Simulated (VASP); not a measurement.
Wanted: the native input for a VASP 6.6.1 run.

```
Task                   : single point
Functional             : LDA
Potentials or basis    : VASP PAW LDA potentials, release 64 (Ga_d, Sb)
Cutoff                 : 520 eV
k mesh                 : 16 × 16 × 16
Occupations            : gaussian, width 0.15 eV
Spin                   : no spin polarisation
Dipole correction      : no
Further INCAR settings : ALGO = Normal; EDIFF = 1e-06; NBANDS = 16
```

The structure of GaSb lies in POSCAR:

```
GaSb
1.0
   -2.8158500000      2.8158500000      1.4771000000
    2.8158500000     -2.8158500000      1.4771000000
    2.8158500000      2.8158500000     -1.4771000000
Ga Sb
1 1
Direct
    0.2500000000      0.7500000000      0.5000000000
    0.0000000000      0.0000000000      0.0000000000
```

One way to write it, as run:

INCAR

```
  PREC = Accurate
  ENCUT = 520
  EDIFF = 1E-6
  ISMEAR = 0
  SIGMA = 0.15
  LREAL = F
  LASPH = T
  NELM = 60
  ALGO = Normal
  ISIF = 2
  LWAVE = F
  LCHARG = F
  GGA = CA
  NBANDS = 16
```

KPOINTS

```
Automatic mesh
0
Gamma
  16 16 16
```

Potentials or basis: VASP PAW LDA potentials, release 64 (Ga_d, Sb).

The run is started by

```sh
$ cat potpaw_LDA.64/Ga_d/POTCAR potpaw_LDA.64/Sb/POTCAR > POTCAR
$ mpirun -np 1 vasp_std > vasp.out
```

Results of the run:

```yaml
Pressure: -2.6 GPa
Band_gap_on_the_k_mesh: zero (bands 9 and 10 overlap by 4.32 eV)
```

Caveat: the stress differs along the axes, from -4 to 1 GPa; spin-orbit coupling is left out, which moves the levels of the heavy elements.

It took 4.5 min on 1 thread of Intel Xeon 8259CL (shared host), peak memory 0.38 GiB.
